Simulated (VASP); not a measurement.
# Au (Im-3m) in VASP: settings compared, part 3 of 3

VASP 6.6.1. The steps go on from the part before.

### 4 Single point, LDA

This run uses another cell than the first one, of 19.30 Å³/atom, 1.039 times its volume.

INCAR reads:

```
  ALGO = Normal
  EDIFF = 1E-6
  ENCUT = 520
  GGA = CA
  ISIF = 2
  ISMEAR = -1
  LASPH = True
  LCHARG = False
  LREAL = False
  LWAVE = False
  NBANDS = 12
  NELM = 100
  PREC = Accurate
  SIGMA = 0.05
```

KPOINTS reads:

```
k-points
0
Gamma
  11 11 11
```

POSCAR reads:

```
Au
1.0
   -1.6897727226      1.6897727226      1.6897727226
    1.6897727226     -1.6897727226      1.6897727226
    1.6897727226      1.6897727226     -1.6897727226
Au
1
Direct
    0.0000000000      0.0000000000      0.0000000000
```

Potentials or basis: VASP PAW LDA potentials, release 64 (Au).

Started as:

```console
$ cat potpaw_LDA.64/Au/POTCAR > POTCAR
$ mpirun -np 1 vasp_std > vasp.out
```

OUTCAR:

```text
EDIFF = 1E-6
   ENCUT = 520
   GGA = CA
   ISIF = 2
   ISMEAR = -1
   LASPH = True
   LREAL = False
   NELM = 100
   PREC = Accurate

 ion  position               nearest neighbor table
   1  0.000  0.000  0.000-

  LATTYP: Found a body centered cubic cell.
 ALAT       =     3.3795454452

  Lattice vectors:

 A1 = (  -1.6897727226,   1.6897727226,   1.6897727226)
 A2 = (   1.6897727226,  -1.6897727226,   1.6897727226)
 A3 = (   1.6897727226,   1.6897727226,  -1.6897727226)

Analysis of symmetry for initial positions (statically):
=====================================================================
 Subroutine PRICEL returns:
 Original cell was already a primitive cell.

 Routine SETGRP: Setting up the symmetry group for a
 body centered cubic supercell.

 Subroutine GETGRP returns: Found 48 space group operations
 (whereof 48 operations were pure point group operations)
 out of a pool of 48 trial point group operations.

The static configuration has the point symmetry O_h .

Analysis of symmetry for dynamics (positions and initial velocities):
=====================================================================
 Subroutine PRICEL returns:
 Original cell was already a primitive cell.

 Routine SETGRP: Setting up the symmetry group for a
 body centered cubic supercell.

 Subroutine GETGRP returns: Found 48 space group operations
 (whereof 48 operations were pure point group operations)
 out of a pool of 48 trial point group operations.

The dynamic configuration has the point symmetry O_h .

 Subroutine INISYM returns: Found 48 space group operations
 (whereof 48 operations are pure point group operations),
 and found     1 'primitive' translations

----------------------------------------------------------------------------------------

                                     Primitive cell

  volume of cell :      19.2994

  direct lattice vectors                    reciprocal lattice vectors
    -1.689772723  1.689772723  1.689772723     0.000000000  0.295897782  0.295897782
     1.689772723 -1.689772723  1.689772723     0.295897782  0.000000000  0.295897782
     1.689772723  1.689772723 -1.689772723     0.295897782  0.295897782  0.000000000

  length of vectors
     2.926772209  2.926772209  2.926772209     0.418462656  0.418462656  0.418462656

  position of ions in fractional coordinates (direct lattice)
     0.000000000  0.000000000  0.000000000

  ion indices of the primitive-cell ions
   primitive index   ion index
                 1           1

----------------------------------------------------------------------------------------

 KPOINTS: k-points

Automatic generation of k-mesh.
 Grid dimensions read from file:
 generate k-points for:   11   11   11

 Generating k-lattice:

  Cartesian coordinates                     Fractional coordinates (reciprocal lattice)
     0.000000000  0.026899798  0.026899798     0.090909091  0.000000000  0.000000000
     0.026899798  0.000000000  0.026899798     0.000000000  0.090909091  0.000000000
     0.026899798  0.026899798  0.000000000     0.000000000  0.000000000  0.090909091

  Length of vectors
     0.038042060  0.038042060  0.038042060

  Shift w.r.t. Gamma in fractional coordinates (k-lattice)
     0.000000000  0.000000000  0.000000000

 Subroutine IBZKPT returns following result:
 ===========================================

 Found     56 irreducible k-points:

 Following reciprocal coordinates:
            Coordinates               Weight
  0.000000  0.000000  0.000000      1.000000
  0.090909  0.000000  0.000000     12.000000
  0.181818  0.000000  0.000000     12.000000
  0.272727  0.000000  0.000000     12.000000
  0.363636  0.000000  0.000000     12.000000
  0.454545  0.000000  0.000000     12.000000
[... 16 lines left out ...]
  0.272727  0.181818  0.090909     48.000000
  0.363636  0.181818  0.090909     24.000000
 [... further k-points ...]
   k-points           NKPTS =     56   k-points in BZ     NKDIM =     56   number of bands    NBANDS=     12
   number of dos      NEDOS =    301   number of ions     NIONS =      1
   total plane-waves  NPLWV =  13824
   dimension x,y,z NGX =    24 NGY =   24 NGZ =   24
   dimension x,y,z NGXF=    48 NGYF=   48 NGZF=   48
   ions per type =               1
   NGX,Y,Z   is equivalent  to a cutoff of  13.63, 13.63, 13.63 a.u.
   NGXF,Y,Z  is equivalent  to a cutoff of  27.26, 27.26, 27.26 a.u.
 SYSTEM =  unknown system
   PREC   = accura    normal or accurate (medium, high low for compatibility)
   ISTART =      0    job   : 0-new  1-cont  2-samecut
   ICHARG =      2    charge: 1-file 2-atom 10-const
   ISPIN  =      1    spin polarized calculation?
   LNONCOLLINEAR =      F non collinear calculations
   LSORBIT =      F    spin-orbit coupling
   LASPH  =      T    aspherical Exc in radial PAW
   ENCUT  =  520.0 eV  38.22 Ry    6.18 a.u.   5.44  5.44  5.44*2*pi/ulx,y,z
   NELM   =    100;   NELMIN=  2; NELMDL= -5     # of ELM steps
   EDIFF  = 0.1E-05   stopping-criterion for ELM
   LREAL  =      F    real-space projection
[... 7 lines left out ...]
   TEBEG  =    0.0;   TEEND  =   0.0 temperature during run
   PSTRESS=    0.0 pullay stress
   NELECT =      11.0000    total number of electrons
   NUPDOWN=      -1.0000    fix difference up-down
   EMIN   =  10.00;   EMAX   =-10.00  energy-range for DOS
   EFERMI =   0.00;   METHOD = LEGACY
   ISMEAR =    -1;   SIGMA  =   0.05  broadening in eV -4-tet -1-fermi 0-gaus
   EFERMI_NEDOS =   21; number of points for ismear=-14 and -15
   IALGO  =     38    algorithm
   IMIX   =      4    mixing-type and parameters
     AMIX     =   0.40;   BMIX     =  1.00
     AMIX_MAG =   1.60;   BMIX_MAG =  1.00
  volume/ion in A,a.u.               =      19.30       130.24
  Fermi-wavevector in a.u.,A,eV,Ry     =   1.357347  2.565013 25.067236  1.842390
  Thomas-Fermi vector in A             =   2.484273
   LORBIT       =      0    0 simple, 1 ext, 2 COOP (PROOUT), +10 PAW based schemes
   GGA     = CA    functional components
   LHFCALC =     F    Hartree Fock is set to
   AEXX    =    0.0000 exact exchange contribution
   IVDW    =     0    specifies the selected vdW correction
   LEPSILON=     F    determine dielectric tensor
   LRPA    =     F    only Hartree local field effects (RPA)
 non-spin polarized calculation
  energy-cutoff  :      520.00
  volume of cell :       19.30
 maximum number of plane-waves:       539
 NGX is ok and might be reduce to    24
   NGX = 11   NGY = 11   NGZ = 11

 number of electron      11.0000003 magnetization

 Free energy of the ion-electron system (eV)
  ---------------------------------------------------
  ext. energy  EPLUGINS =         0.00000000
  ---------------------------------------------------
  free energy    TOTEN  =        -4.24634095 eV

  energy without entropy =       -4.24099547  energy(sigma->0) =       -4.24366821

 E-fermi :   7.1877     XC(G=0): -12.2745

 val. band max:        7.1848263762   @ k =  -0.3636   0.4545   0.0909
 cond. band min:       7.1894664261   @ k =  -0.2727   0.4545   0.0909
 fundamental gap:      0.0046400499
 Fermi energy:         7.1877218161

 k-point     1 :       0.0000    0.0000    0.0000
  band No.  band energies     occupation
      1      -1.3442      2.00000
      2       3.0790      2.00000
      3       3.0790      2.00000
      4       3.0790      2.00000
      5       4.6867      2.00000
      6       4.6867      2.00000
      7      23.7193      0.00000
      8      23.7193      0.00000
      9      23.7193      0.00000
     10      29.3344      0.00000
     11      29.3344      0.00000
     12      29.3344      0.00000

 k-point     2 :       0.0909    0.0000    0.0000
  band No.  band energies     occupation
      1      -1.0730      2.00000
      2       3.0020      2.00000
      3       3.0880      2.00000
      4       3.2576      2.00000
      5       4.6001      2.00000
      6       4.6923      2.00000
      7      23.4570      0.00000
      8      23.7146      0.00000
      9      24.0327      0.00000
     10      27.2351      0.00000
     11      27.6978      0.00000
     12      28.3515      0.00000
[... 316 lines left out ...]
 k-point    24 :       0.3636    0.1818    0.0909
  band No.  band energies     occupation
      1       1.8892      2.00000
      2       2.3546      2.00000
      3       3.7881      2.00000
      4       4.7215      2.00000
      5       4.8825      2.00000
      6       9.9397      0.00000
      7      10.4497      0.00000
      8      15.6891      0.00000
      9      18.2844      0.00000
     10      28.5744      0.00000
     11      30.2298      0.00000
     12      31.9106      0.00000

 [... further k-points ...]
[... 5 lines left out ...]
  --------------------------------------------------------------------------------------
  -------------------------------------------------------------------------------------
  Total       -2.1550816     -2.1550816     -2.1550816      0.0000000      0.0000000      0.0000000
  in kB     -178.9078632   -178.9078632   -178.9078632      0.0000000      0.0000000      0.0000000
  external PRESSURE =    -178.9078632 kB  Pullay stress =       0.0000000 kB

 VOLUME and BASIS-vectors are now :
 -----------------------------------------------------------------------------
  energy-cutoff  :      520.00
  volume of cell :       19.30
      direct lattice vectors                 reciprocal lattice vectors
    -1.689772723  1.689772723  1.689772723     0.000000000  0.295897782  0.295897782
     1.689772723 -1.689772723  1.689772723     0.295897782  0.000000000  0.295897782
     1.689772723  1.689772723 -1.689772723     0.295897782  0.295897782  0.000000000

 POSITION                                       TOTAL-FORCE (eV/Angst)
 -----------------------------------------------------------------------------------
      0.00000      0.00000      0.00000         0.000000      0.000000      0.000000
 -----------------------------------------------------------------------------------
    total drift:                                0.000000      0.000000      0.000000

  FREE ENERGIE OF THE ION-ELECTRON SYSTEM (eV)
  ---------------------------------------------------
  free  energy   TOTEN  =        -4.2463409523 eV

  energy  without entropy=       -4.2409954729  energy(sigma->0) =       -4.24366821
```

OSZICAR:

```text
N       E                     dE             d eps       ncg     rms          rms(c)
DAV:   1     0.466355507787E+02    0.46636E+02   -0.55555E+03  1440   0.807E+02
DAV:   2    -0.391874112299E+01   -0.50554E+02   -0.47817E+02  1564   0.179E+02
DAV:   3    -0.456863117093E+01   -0.64989E+00   -0.64919E+00  1632   0.196E+01
DAV:   4    -0.457080465334E+01   -0.21735E-02   -0.21734E-02  1492   0.130E+00
DAV:   5    -0.457082196008E+01   -0.17307E-04   -0.17307E-04  1608   0.112E-01    0.646E+00
DAV:   6    -0.426146050651E+01    0.30936E+00   -0.10493E+00  1408   0.765E+00    0.439E+00
DAV:   7    -0.424923138220E+01    0.12229E-01   -0.27791E-02  1564   0.125E+00    0.248E+00
DAV:   8    -0.424634068030E+01    0.28907E-02   -0.80481E-04  1468   0.239E-01    0.172E-01
DAV:   9    -0.424634041958E+01    0.26073E-06   -0.13966E-05  1500   0.239E-02    0.138E-02
DAV:  10    -0.424634095230E+01   -0.53273E-06   -0.11571E-06  1404   0.816E-03
   1 F= -.42463410E+01 E0= -.42436682E+01  d E =-.534548E-02
```

Wall time 7.2 s (1 thread of Intel Xeon Platinum 8259CL at 2.50GHz (Skylake/Cascade Lake), shared host); peak memory 0.13 GiB.

What came out:

```yaml
Free_energy: -4.2463 eV
Pressure: -17.9 GPa
```

Caveat: spin-orbit coupling is left out, which moves the levels of the heavy elements.

### 5 Single point, r2SCAN

This run uses another cell than the first one, of 17.11 Å³/atom, 0.922 times its volume.

POSCAR reads:

```
Au
1.0
   -1.6234376908      1.6234376908      1.6234376908
    1.6234376908     -1.6234376908      1.6234376908
    1.6234376908      1.6234376908     -1.6234376908
Au
1
Direct
    0.0000000000      0.0000000000      0.0000000000
```

INCAR.step1 reads:

```
SYSTEM = Au
ALGO = Normal
EDIFF = 1E-4
ENCUT = 520
GGA = PE
ISMEAR = -1
LASPH = .True.
LCHARG = .False.
LREAL = .False.
LWAVE = .True.
NBANDS = 12
NELM = 80
PREC = Accurate
SIGMA = 0.05
```

INCAR.step2 reads:

```
SYSTEM = Au
ALGO = Normal
EDIFF = 1E-6
ENCUT = 520
ISIF = 2
ISMEAR = -1
ISTART = 1
LASPH = .True.
LCHARG = .False.
LMIXTAU = .True.
LREAL = .False.
LWAVE = .False.
METAGGA = R2SCAN
NBANDS = 12
NELM = 80
PREC = Accurate
SIGMA = 0.05
```

KPOINTS reads:

```
k-points
0
Gamma
  11 11 11
  0 0 0
```

Potentials or basis: VASP PAW PBE potentials, release 64 (Au).

Started as:

```console
$ cat potpaw_PBE.64/Au/POTCAR > POTCAR
$ cp INCAR.step1 INCAR
$ mpirun -np 1 vasp_std > vasp.out
$ cp INCAR.step2 INCAR
$ mpirun -np 1 vasp_std > vasp.out
```

It took 43 s on 1 thread of Intel Xeon Platinum 8259CL at 2.50GHz (Skylake/Cascade Lake), shared host; peak memory 0.15 GiB.

Results (log left out):

| Property | Result |
| --- | --- |
| Free energy | -50.5617 eV |
| Pressure | 5.4 GPa |

Levels at points of the mesh, in eV from the Fermi level:
| k point | band 1 | band 2 | band 3 | band 4 | band 5 | band 6 | band 7 | band 8 | band 9 | band 10 |
| --- | --- | --- | --- | --- | --- | --- | --- | --- | --- | --- |
| (0.00, 0.00, 0.00) | -9.92 | -5.00 | -5.00 | -5.00 | -3.03 | -3.03 | 17.54 | 17.54 | 17.54 | 25.33 |

Caveat: the PAW data sets were made with another functional, which shifts forces and pressure a little; spin-orbit coupling is left out, which moves the levels of the heavy elements.

### 6 Single point, r2SCAN

This run uses another cell than the first one, of 17.48 Å³/atom, 0.941 times its volume.

POSCAR reads:

```
Au
1.0
   -1.6348707273      1.6348707273      1.6348707273
    1.6348707273     -1.6348707273      1.6348707273
    1.6348707273      1.6348707273     -1.6348707273
Au
1
Direct
    0.0000000000      0.0000000000      0.0000000000
```

INCAR.step1 reads:

```
SYSTEM = Au
PREC     = Accurate       ! precision mode
ENCUT    = 520            ! plane-wave cutoff, eV
ISMEAR   = -1             ! smearing method
SIGMA    = 0.05           ! smearing width, eV
LREAL    = .FALSE.        ! projectors in reciprocal space
LASPH    = .TRUE.         ! aspherical terms in the spheres
NELM     = 100            ! most SCF steps
NBANDS   = 12             ! bands
GGA      = PE             ! functional
ALGO     = Normal         ! electronic algorithm
EDIFF    = 1E-4           ! SCF threshold, eV
LWAVE    = .TRUE.         ! write WAVECAR
LCHARG   = .FALSE.        ! write CHGCAR
```

INCAR.step2 reads:

```
SYSTEM = Au
PREC     = Accurate       ! precision mode
ENCUT    = 520            ! plane-wave cutoff, eV
EDIFF    = 1E-6           ! SCF threshold, eV
ISMEAR   = -1             ! smearing method
SIGMA    = 0.05           ! smearing width, eV
LREAL    = .FALSE.        ! projectors in reciprocal space
LASPH    = .TRUE.         ! aspherical terms in the spheres
NELM     = 100            ! most SCF steps
ALGO     = Normal         ! electronic algorithm
ISIF     = 2              ! what is computed and relaxed
LWAVE    = .FALSE.        ! write WAVECAR
LCHARG   = .FALSE.        ! write CHGCAR
METAGGA  = R2SCAN         ! meta-GGA
LMIXTAU  = .TRUE.       
NBANDS   = 12             ! bands
ISTART   = 1
```

KPOINTS reads:

```
Automatic mesh
0
G
  11 11 11
  0 0 0
```

Potentials or basis: VASP PAW PBE potentials, release 64 (Au).

Started as:

```console
$ cat potpaw_PBE.64/Au/POTCAR > POTCAR
$ cp INCAR.step1 INCAR
$ mpirun -np 1 vasp_std > vasp.out
$ cp INCAR.step2 INCAR
$ mpirun -np 1 vasp_std > vasp.out
```

Run time: 47 s. Hardware: 1 thread of Intel Xeon Platinum 8259CL at 2.50GHz (Skylake/Cascade Lake), shared host; peak memory 0.14 GiB.

It converged, with:

```
Free energy : -50.5701 eV
Pressure    : 1.9 GPa
```

Levels at points of the mesh, in eV from the Fermi level:
| k point | band 4 | band 5 | band 6 | band 7 | band 8 | band 9 |
| --- | --- | --- | --- | --- | --- | --- |
| (0.00, 0.00, 0.00) | -4.89 | -2.99 | -2.99 | 17.52 | 17.52 | 17.52 |

Caveat: the PAW data sets were made with another functional, which shifts forces and pressure a little; spin-orbit coupling is left out, which moves the levels of the heavy elements.

### 7 The runs side by side

| level | potentials or basis | cell | gap on the mesh (eV) | pressure (GPa) |
| --- | --- | --- | --- | --- |
| LDA | VASP PAW LDA potentials, release 64 (Au) | a = 2.889 Å, angles 109.5°, 1 atom | none | -14.7 |
| LDA | VASP PAW LDA potentials, release 64 (Au) | a = 2.908 Å, angles 109.5°, 1 atom | none | -16.4 |
| LDA | VASP PAW LDA potentials, release 64 (Au) | a = 2.927 Å, angles 109.5°, 1 atom | none | -17.9 |
| r2SCAN | VASP PAW PBE potentials, release 64 (Au) | a = 2.812 Å, angles 109.5°, 1 atom | none | 5.4 |
| r2SCAN | VASP PAW PBE potentials, release 64 (Au) | a = 2.832 Å, angles 109.5°, 1 atom | none | 1.9 |

Alike in all rows: task single point; no spin polarisation; k mesh 11 × 11 × 11; cutoff (eV) 520; smearing fermi-dirac 0.05 eV.

Caveats: spin-orbit coupling is left out, which moves the levels of the heavy elements; the PAW data sets were made with another functional, which shifts forces and pressure a little (some runs).

Total energies depend on the potentials used, so only differences within one code and one set of settings carry meaning.
